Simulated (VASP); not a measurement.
# TaC (Fm-3m) in VASP: further runs

The runs below take TaC through single point, with PBE.

All numbers are computed with VASP 6.6.1; they aren't measurements. Logs are shortened: lines on timing, memory, paths and dates and some standing lists are left out, and cuts for length are marked.

**1. The cell of the first run**

Symmetry: Fm-3m, No. 225, cubic system. The conventional cell has a = 4.355 Å, b = 4.355 Å, c = 4.355 Å, α = 90.00°, β = 90.00°, γ = 90.00°. Ta (site symmetry m-3m) has 6 C at 2.18 Å within 2.9 Å. C (site symmetry m-3m) has 6 Ta at 2.18 Å within 2.9 Å.

**2. Single point, PBE**

INCAR reads:

```
  ALGO = Normal
  EDIFF = 1E-6
  ENCUT = 600
  GGA = PE
  GGA_COMPAT = False
  ISIF = 2
  ISMEAR = -1
  LASPH = True
  LCHARG = True
  LELF = True
  LREAL = False
  LVHAR = True
  LWAVE = False
  NBANDS = 14
  NELM = 120
  PREC = Accurate
  SIGMA = 0.1
```

KPOINTS reads:

```
k-points
0
Gamma
  11 11 11
```

POSCAR reads:

```
TaC
1.0
    0.0000000000      2.1776199197      2.1776199197
    2.1776199197      0.0000000000      2.1776199197
    2.1776199197      2.1776199197      0.0000000000
Ta C
1 1
Direct
    0.0000000000      0.0000000000      0.0000000000
    0.5000000000      0.5000000000      0.5000000000
```

Potentials or basis: VASP PAW PBE potentials, release 64 (Ta_pv, C).

Launch:

```
$ cat potpaw_PBE.64/Ta_pv/POTCAR potpaw_PBE.64/C/POTCAR > POTCAR
$ mpirun -np 1 vasp_std > vasp.out
```

OUTCAR:

```text
EDIFF = 1E-6
   ENCUT = 600
   GGA = PE
   ISIF = 2
   ISMEAR = -1
   LASPH = True
   LREAL = False
   NELM = 120
   PREC = Accurate

 ion  position               nearest neighbor table
   1  0.000  0.000  0.000-   2 2.18   2 2.18   2 2.18   2 2.18   2 2.18   2 2.18
   2  0.500  0.500  0.500-   1 2.18   1 2.18   1 2.18   1 2.18   1 2.18   1 2.18

  LATTYP: Found a face centered cubic cell.
 ALAT       =     4.3552398394

  Lattice vectors:

 A1 = (   0.0000000000,   2.1776199197,   2.1776199197)
 A2 = (   2.1776199197,   0.0000000000,   2.1776199197)
 A3 = (   2.1776199197,   2.1776199197,   0.0000000000)

Analysis of symmetry for initial positions (statically):
=====================================================================
 Subroutine PRICEL returns:
 Original cell was already a primitive cell.

 Routine SETGRP: Setting up the symmetry group for a
 face centered cubic supercell.

 Subroutine GETGRP returns: Found 48 space group operations
 (whereof 48 operations were pure point group operations)
 out of a pool of 48 trial point group operations.

The static configuration has the point symmetry O_h .

Analysis of symmetry for dynamics (positions and initial velocities):
=====================================================================
 Subroutine PRICEL returns:
 Original cell was already a primitive cell.

 Routine SETGRP: Setting up the symmetry group for a
 face centered cubic supercell.

 Subroutine GETGRP returns: Found 48 space group operations
 (whereof 48 operations were pure point group operations)
 out of a pool of 48 trial point group operations.

The dynamic configuration has the point symmetry O_h .

 Subroutine INISYM returns: Found 48 space group operations
 (whereof 48 operations are pure point group operations),
 and found     1 'primitive' translations

----------------------------------------------------------------------------------------

                                     Primitive cell

  volume of cell :      20.6527

  direct lattice vectors                    reciprocal lattice vectors
     0.000000000  2.177619920  2.177619920    -0.229608480  0.229608480  0.229608480
     2.177619920  0.000000000  2.177619920     0.229608480 -0.229608480  0.229608480
     2.177619920  2.177619920  0.000000000     0.229608480  0.229608480 -0.229608480

  length of vectors
     3.079619624  3.079619624  3.079619624     0.397693553  0.397693553  0.397693553

  position of ions in fractional coordinates (direct lattice)
     0.000000000  0.000000000  0.000000000
     0.500000000  0.500000000  0.500000000

  ion indices of the primitive-cell ions
   primitive index   ion index
                 1           1
                 2           2

----------------------------------------------------------------------------------------

 KPOINTS: k-points

Automatic generation of k-mesh.
 Grid dimensions read from file:
 generate k-points for:   11   11   11

 Generating k-lattice:

  Cartesian coordinates                     Fractional coordinates (reciprocal lattice)
    -0.020873498  0.020873498  0.020873498     0.090909091  0.000000000  0.000000000
     0.020873498 -0.020873498  0.020873498     0.000000000  0.090909091  0.000000000
     0.020873498  0.020873498 -0.020873498     0.000000000  0.000000000  0.090909091

  Length of vectors
     0.036153959  0.036153959  0.036153959

  Shift w.r.t. Gamma in fractional coordinates (k-lattice)
     0.000000000  0.000000000  0.000000000

 Subroutine IBZKPT returns following result:
 ===========================================

 Found     56 irreducible k-points:

 Following reciprocal coordinates:
            Coordinates               Weight
  0.000000  0.000000  0.000000      1.000000
  0.090909  0.000000  0.000000      8.000000
  0.181818  0.000000  0.000000      8.000000
  0.272727  0.000000  0.000000      8.000000
  0.363636  0.000000  0.000000      8.000000
  0.454545  0.000000  0.000000      8.000000
[... 16 lines left out ...]
 -0.272727  0.181818  0.000000     24.000000
 -0.181818  0.181818  0.000000     12.000000
 [... further k-points ...]
   k-points           NKPTS =     56   k-points in BZ     NKDIM =     56   number of bands    NBANDS=     14
   number of dos      NEDOS =    301   number of ions     NIONS =      2
   total plane-waves  NPLWV =  21952
   dimension x,y,z NGX =    28 NGY =   28 NGZ =   28
   dimension x,y,z NGXF=    56 NGYF=   56 NGZF=   56
   ions per type =               1   1
   NGX,Y,Z   is equivalent  to a cutoff of  15.12, 15.12, 15.12 a.u.
   NGXF,Y,Z  is equivalent  to a cutoff of  30.23, 30.23, 30.23 a.u.
 SYSTEM =  unknown system
   PREC   = accura    normal or accurate (medium, high low for compatibility)
   ISTART =      0    job   : 0-new  1-cont  2-samecut
   ICHARG =      2    charge: 1-file 2-atom 10-const
   ISPIN  =      1    spin polarized calculation?
   LNONCOLLINEAR =      F non collinear calculations
   LSORBIT =      F    spin-orbit coupling
   LASPH  =      T    aspherical Exc in radial PAW
   ENCUT  =  600.0 eV  44.10 Ry    6.64 a.u.   6.15  6.15  6.15*2*pi/ulx,y,z
   NELM   =    120;   NELMIN=  2; NELMDL= -5     # of ELM steps
   EDIFF  = 0.1E-05   stopping-criterion for ELM
   LREAL  =      F    real-space projection
   EDIFFG = 0.1E-04   stopping-criterion for IOM
   NSW    =      0    number of steps for IOM
   IBRION =     -1    ionic relax: 0-MD 1-quasi-New 2-CG
   NFREE  =      0    steps in history (QN), initial steepest desc. (CG)
   ISIF   =      2    stress and relaxation
   ISYM   =      2    0-nonsym 1-usesym 2-fastsym
   POTIM  = 0.5000    time-step for ionic-motion
   TEBEG  =    0.0;   TEEND  =   0.0 temperature during run
   PSTRESS=    0.0 pullay stress
   NELECT =      15.0000    total number of electrons
   NUPDOWN=      -1.0000    fix difference up-down
   EMIN   =  10.00;   EMAX   =-10.00  energy-range for DOS
   EFERMI =   0.00;   METHOD = LEGACY
   ISMEAR =    -1;   SIGMA  =   0.10  broadening in eV -4-tet -1-fermi 0-gaus
   EFERMI_NEDOS =   21; number of points for ismear=-14 and -15
   IALGO  =     38    algorithm
   IMIX   =      4    mixing-type and parameters
     AMIX     =   0.40;   BMIX     =  1.00
     AMIX_MAG =   1.60;   BMIX_MAG =  1.00
  volume/ion in A,a.u.               =      10.33        69.69
  Fermi-wavevector in a.u.,A,eV,Ry     =   1.471566  2.780857 29.463517  2.165507
  Thomas-Fermi vector in A             =   2.586687
   LORBIT       =      0    0 simple, 1 ext, 2 COOP (PROOUT), +10 PAW based schemes
   GGA     = PE    functional components
   LHFCALC =     F    Hartree Fock is set to
   AEXX    =    0.0000 exact exchange contribution
   IVDW    =     0    specifies the selected vdW correction
   LEPSILON=     F    determine dielectric tensor
   LRPA    =     F    only Hartree local field effects (RPA)
 non-spin polarized calculation
  energy-cutoff  :      600.00
  volume of cell :       20.65
 maximum number of plane-waves:       701
 NGX is ok and might be reduce to    28
   NGX = 13   NGY = 13   NGZ = 13

 number of electron      15.0000001 magnetization

 Free energy of the ion-electron system (eV)
  ---------------------------------------------------
  ext. energy  EPLUGINS =         0.00000000
  ---------------------------------------------------
  free energy    TOTEN  =       -22.04222174 eV

  energy without entropy =      -22.02253407  energy(sigma->0) =      -22.03237791

 E-fermi :   9.1646     XC(G=0): -13.5651

 val. band max:        9.1192900248   @ k =  -0.1818   0.1818   0.0000
 cond. band min:       9.1905202595   @ k =   0.0909   0.0000   0.0000
 fundamental gap:      0.0712302347
 Fermi energy:         9.1646460307

 k-point     1 :       0.0000    0.0000    0.0000
  band No.  band energies     occupation
      1     -25.7548      2.00000
      2     -25.7548      2.00000
      3     -25.7548      2.00000
      4      -6.2004      2.00000
      5       7.6381      2.00000
      6       7.6381      2.00000
      7       7.6381      2.00000
      8       8.5730      1.99462
      9       8.5730      1.99462
     10       8.5730      1.99462
     11       9.8370      0.00240
     12       9.8370      0.00240
     13      16.5034      0.00000
     14      19.2239      0.00000

 k-point     2 :       0.0909    0.0000    0.0000
  band No.  band energies     occupation
      1     -25.8335      2.00000
      2     -25.7623      2.00000
      3     -25.7623      2.00000
      4      -5.9426      2.00000
      5       6.5438      2.00000
      6       6.9900      2.00000
      7       6.9900      2.00000
      8       8.2013      1.99987
      9       8.2013      1.99987
     10       9.1905      0.87135
     11      11.3622      0.00000
     12      11.3622      0.00000
     13      16.9324      0.00000
     14      19.8652      0.00000

 k-point     3 :       0.1818    0.0000    0.0000
  band No.  band energies     occupation
      1     -26.0393      2.00000
      2     -25.7824      2.00000
      3     -25.7824      2.00000
      4      -5.2162      2.00000
      5       4.8795      2.00000
      6       5.5944      2.00000
      7       5.5944      2.00000
      8       8.8173      1.93983
      9       8.8173      1.93983
     10       9.7737      0.00452
     11      13.6047      0.00000
     12      13.6047      0.00000
     13      17.8843      0.00000
     14      21.4702      0.00000
[... 324 lines left out ...]
 k-point    23 :      -0.2727    0.1818    0.0000
  band No.  band energies     occupation
      1     -26.4167      2.00000
      2     -26.0339      2.00000
      3     -25.8292      2.00000
      4      -2.9323      2.00000
      5       1.7498      2.00000
      6       3.7323      2.00000
      7       4.1222      2.00000
      8      10.0215      0.00038
      9      11.5242      0.00000
     10      12.5953      0.00000
     11      14.5898      0.00000
     12      18.1567      0.00000
     13      19.5136      0.00000
     14      22.3287      0.00000

 k-point    24 :      -0.1818    0.1818    0.0000
  band No.  band energies     occupation
      1     -26.2686      2.00000
      2     -25.9598      2.00000
      3     -25.7943      2.00000
      4      -3.8864      2.00000
      5       2.8814      2.00000
      6       4.1490      2.00000
      7       4.5816      2.00000
      8       9.1193      1.22297
      9      11.2879      0.00000
     10      11.5383      0.00000
     11      13.2829      0.00000
     12      17.8649      0.00000
     13      18.7372      0.00000
     14      22.3336      0.00000

 [... further k-points ...]
[... 5 lines left out ...]
  --------------------------------------------------------------------------------------
  -------------------------------------------------------------------------------------
  Total        4.1783192      4.1783192      4.1783192      0.0000000      0.0000000      0.0000000
  in kB      324.1424860    324.1424860    324.1424860      0.0000000      0.0000000      0.0000000
  external PRESSURE =     324.1424860 kB  Pullay stress =       0.0000000 kB

 VOLUME and BASIS-vectors are now :
 -----------------------------------------------------------------------------
  energy-cutoff  :      600.00
  volume of cell :       20.65
      direct lattice vectors                 reciprocal lattice vectors
     0.000000000  2.177619920  2.177619920    -0.229608480  0.229608480  0.229608480
     2.177619920  0.000000000  2.177619920     0.229608480 -0.229608480  0.229608480
     2.177619920  2.177619920  0.000000000     0.229608480  0.229608480 -0.229608480

 POSITION                                       TOTAL-FORCE (eV/Angst)
 -----------------------------------------------------------------------------------
      0.00000      0.00000      0.00000        -0.000000     -0.000000     -0.000000
      2.17762      2.17762      2.17762         0.000000      0.000000      0.000000
 -----------------------------------------------------------------------------------
    total drift:                                0.000000      0.000000      0.000000

  FREE ENERGIE OF THE ION-ELECTRON SYSTEM (eV)
  ---------------------------------------------------
  free  energy   TOTEN  =       -22.0422217430 eV

  energy  without entropy=      -22.0225340716  energy(sigma->0) =      -22.03237791
```

Wall time 26 s (1 thread of Intel Xeon Platinum 8488C (Sapphire Rapids), shared host); peak memory 0.17 GiB.

Results:

```yaml
Free_energy: -22.0422 eV
Pressure: 32.4 GPa
Band_gap_on_the_k_mesh: zero (an odd number of electrons rules out a gap without spin polarisation)
```

Caveat: the cell stands under pressure; spin-orbit coupling is left out, which moves the levels of the heavy elements.

**3. Single point, PBE**

This run uses another cell than the first one, of 10.66 Å³/atom.

INCAR reads:

```
SYSTEM = TaC
ALGO     = Normal         ! electronic algorithm
EDIFF    = 1E-6           ! SCF threshold, eV
ENCUT    = 600            ! plane-wave cutoff, eV
GGA      = PE             ! functional
GGA_COMPAT= .False.      
ISIF     = 2              ! what is computed and relaxed
ISMEAR   = -1             ! smearing method
LASPH    = .True.         ! aspherical terms in the spheres
LCHARG   = .True.         ! write CHGCAR
LELF     = .True.         ! ELF
LREAL    = .False.        ! projectors in reciprocal space
LVHAR    = .True.       
LWAVE    = .False.        ! write WAVECAR
NBANDS   = 14             ! bands
NELM     = 120            ! most SCF steps
PREC     = Accurate       ! precision mode
SIGMA    = 0.1            ! smearing width, eV
```

KPOINTS reads:

```
k-points
0
Gamma
  11 11 11
  0 0 0
```

POSCAR reads:

```
TaC
1.0
    0.0000000000      2.2005439192      2.2005439192
    2.2005439192      0.0000000000      2.2005439192
    2.2005439192      2.2005439192      0.0000000000
Ta C
1 1
Direct
    0.0000000000      0.0000000000      0.0000000000
    0.5000000000      0.5000000000      0.5000000000
```

Potentials or basis: VASP PAW PBE potentials, release 64 (Ta_pv, C).

Launch:

```
$ cat potpaw_PBE.64/Ta_pv/POTCAR potpaw_PBE.64/C/POTCAR > POTCAR
$ mpirun -np 1 vasp_std > vasp.out
```

Run time: 19 s. Hardware: 1 thread of Intel Xeon Platinum 8488C (Sapphire Rapids), shared host; peak memory 0.17 GiB.

It converged, with:

| Item | Value |
| --- | --- |
| Free energy | -22.1479 eV |
| Pressure | 19.0 GPa |
| Band gap on the k mesh | zero (an odd number of electrons rules out a gap without spin polarisation) |

Levels at points of the mesh, in eV from the Fermi level:
| k point | band 5 | band 6 | band 7 | band 8 | band 9 | band 10 | band 11 | band 12 |
| --- | --- | --- | --- | --- | --- | --- | --- | --- |
| (0.00, 0.00, 0.00) | -1.46 | -1.46 | -1.46 | -0.57 | -0.57 | -0.57 | 0.64 | 0.64 |

Caveat: the cell stands under pressure; spin-orbit coupling is left out, which moves the levels of the heavy elements.
